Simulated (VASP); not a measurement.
Write the native input for VASP 6.6.1 that does the following.

* Task: single point
* Functional: PBE
* Potentials or basis: VASP PAW PBE potentials, release 64 (Cd, S)
* Cutoff: 520 eV
* k mesh: 7 × 7 × 2
* Occupations: gaussian, width 0.05 eV
* Spin: no spin polarisation
* Dipole correction: no
* Further INCAR settings: ALGO = Normal; EDIFF = 1e-06; NBANDS = 46; ISYM = 0

The structure of CdS lies in POSCAR:

```
CdS
1.0
   -2.0985806452     -3.6348483013      0.0000000000
    2.0985806452     -3.6348483013      0.0000000000
    0.0000000000     -2.4232322009     13.6554617430
Cd S
4 4
Direct
    0.3647239153      0.3647239153      0.9058282541
    0.5313905820      0.5313905820      0.4058282541
    0.2813905820      0.2813905820      0.1558282541
    0.1147239153      0.1147239153      0.6558282541
    0.6352760847      0.6352760847      0.0941717459
    0.4686094180      0.4686094180      0.5941717459
    0.2186094180      0.2186094180      0.3441717459
    0.0519427514      0.0519427514      0.8441717459
```

This cell differs from its parent crystal: the part above a cut slid along it.

These files were run (other wordings do the same):

INCAR

```
SYSTEM = CdS
PREC = Accurate ; ENCUT = 520
EDIFF = 1E-6 ; ISMEAR = 0
SIGMA = 0.05 ; LREAL = .False.
LASPH = .True. ; NELM = 100
ALGO = Normal ; ISIF = 2
LWAVE = .False. ; LCHARG = .False.
GGA = PE ; NBANDS = 46
ISYM = 0
```

KPOINTS

```
Automatic mesh
0
Gamma
  7 7 2
  0 0 0
```

Potentials or basis: VASP PAW PBE potentials, release 64 (Cd, S).

The run is started by

```console
$ cat potpaw_PBE.64/Cd/POTCAR potpaw_PBE.64/S/POTCAR > POTCAR
$ mpirun -np 1 vasp_std > vasp.out
```

It gave:

- Pressure: -0.4 GPa
- Largest force: 0.529 eV/Å
- Band gap on the k mesh: 0.62 eV

Caveat: the cell differs from its parent crystal (the part above a cut slid along it); semilocal functionals underestimate gaps, and a narrow one can read as zero.

Run time: 13 min on 1 thread of AMD EPYC 7R13, on a shared host, peak memory 0.5 GiB.
